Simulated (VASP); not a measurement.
Input of a VASP 6.6.1 run:

INCAR

```
ALGO = Normal
EDIFF = 1E-8
ENCUT = 520
GGA = CA
ISIF = 2
ISMEAR = -1
LASPH = True
LCHARG = False
LEFG = True
LREAL = False
LWAVE = False
NBANDS = 30
NELM = 100
PREC = Accurate
SIGMA = 0.08
```

The input KPOINTS:

```
k-points
0
Gamma
  14 14 4
```

The input POSCAR:

```
Ag
1.0
    2.9241795655      0.0000000000      0.0000000000
   -1.4620897828      2.5324137891      0.0000000000
    0.0000000000      0.0000000000     10.1315940382
Ag
4
Direct
    0.3333333333      0.6666666667      0.2500000000
    0.6666666667      0.3333333333      0.7500000000
    0.0000000000      0.0000000000      0.0000000000
    0.0000000000      0.0000000000      0.5000000000
```

Potentials or basis: VASP PAW LDA potentials, release 64 (Ag).

Launch:

```sh
$ cat potpaw_LDA.64/Ag/POTCAR > POTCAR
$ mpirun -np 1 vasp_std > vasp.out
```

Q: Predict the band gap on the k mesh.

A: Zero (bands 22 and 23 overlap by 5.92 eV).

Q: Estimate the pressure.

A: -13.3 GPa.

Electric field gradients, principal values (V/Å²):
| atom | least | middle | greatest (by size) |
| --- | --- | --- | --- |
| 1 Ag | -4.824 | -4.826 | 9.650 |
| 2 Ag | -4.824 | -4.826 | 9.650 |
| 3 Ag | -4.493 | -4.495 | 8.988 |
| 4 Ag | -4.493 | -4.495 | 8.988 |

Caveat: the cell stands under tension; without QUAD_EFG the Cq values of the log hold for a quadrupole moment of 1 mb, not for the nuclei.
